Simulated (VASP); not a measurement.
A run of VASP 6.6.1 is set up as follows.

The input INCAR:

```
SYSTEM = CrCuO2
  PREC = Accurate
  ENCUT = 600
  EDIFF = 1E-6
  ISMEAR = 0
  SIGMA = 0.05
  LREAL = .False.
  LASPH = .True.
  NELM = 200
  ALGO = Normal
  ISIF = 2
  LWAVE = .False.
  LCHARG = .False.
  ISPIN = 2
  MAGMOM = 0.5 0.5 0 0
  LORBIT = 11
  LMAXMIX = 4
  GGA = PE
  NBANDS = 30
  GGA_COMPAT = .False.
  KPAR = 4
```

The input KPOINTS:

```
regular mesh
0
Gamma
  14 14 14
  0 0 0
```

Contents of POSCAR:

```
CrCuO2
1.0
    1.5062681718      0.8696443345      5.7042188732
   -1.5062681718      0.8696443345      5.7042188732
    0.0000000000     -1.7392886689      5.7042188732
Cr Cu O
1 1 2
Direct
    0.5000000000      0.5000000000      0.5000000000
    0.0000000000      0.0000000000      0.0000000000
    0.1084328762      0.1084328762      0.1084328762
    0.8915671238      0.8915671238      0.8915671238
```

Potentials or basis: VASP PAW PBE potentials, release 64 (Cr_pv, Cu, O).

Command:

```console
$ cat potpaw_PBE.64/Cr_pv/POTCAR potpaw_PBE.64/Cu/POTCAR potpaw_PBE.64/O/POTCAR > POTCAR
$ mpirun -np 4 vasp_std > vasp.out
```

What does it give for the band gap on the k mesh?

1.10 eV (least direct gap 1.30 eV).

Predict the net moment.

3.00 μB per cell.

Predict the site moments.

Cr +2.84; Cu +0.03; O -0.01 μB.

Stress tensor (GPa, compression positive):
```
0.25 0.00 0.00
0.00 0.25 0.00
0.00 0.00 1.06
```

A k mesh can miss the band edges. PBE gaps usually lie below the measured ones, often by a third to a half.
